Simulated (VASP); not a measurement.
Input of a VASP 6.6.1 run:

File INCAR:

```
SYSTEM = TiSn5
PREC = Accurate
ENCUT = 520
EDIFF = 1E-6
ISMEAR = 0
SIGMA = 0.1
LREAL = .FALSE.
LASPH = .TRUE.
NELM = 80
ALGO = Fast
ISIF = 2
LWAVE = .FALSE.
LCHARG = .FALSE.
GGA = PE
NBANDS = 50
```

File KPOINTS:

```
Automatic mesh
0
G
  3 3 3
  0 0 0
```

The input POSCAR:

```
TiSn5
1.0
    2.8048910338      1.6194045934      5.8329052175
   -2.8048910338      1.6194045934      5.8329052175
    0.0000000000     -3.2388091869      5.8329052175
Ti Sn
1 5
Direct
    0.0000000000      0.0000000000      0.0000000000
    0.6744707151      0.6744707151      0.6744707151
    0.3255292849      0.3255292849      0.3255292849
    0.8406430544      0.8406430544      0.8406430544
    0.1593569456      0.1593569456      0.1593569456
    0.5000000000      0.5000000000      0.5000000000
```

Potentials or basis: VASP PAW PBE potentials, release 64 (Ti_sv, Sn_d).

Run with:

```console
$ cat potpaw_PBE.64/Ti_sv/POTCAR potpaw_PBE.64/Sn_d/POTCAR > POTCAR
$ mpirun -np 1 vasp_std > vasp.out
```

(1) What does it give for the largest force?

(2) What does it give for the band gap on the k mesh?

(3) What does it give for the pressure?

Answers

(1) 0.006 eV/Å.

(2) zero (bands 41 and 42 overlap by 1.11 eV).

(3) 0.0 GPa.

Caveat: the k points lie up to 0.45 Å⁻¹ apart, too coarse for converged energies and pressures of a metal; spin-orbit coupling is left out, which moves the levels of the heavy elements.
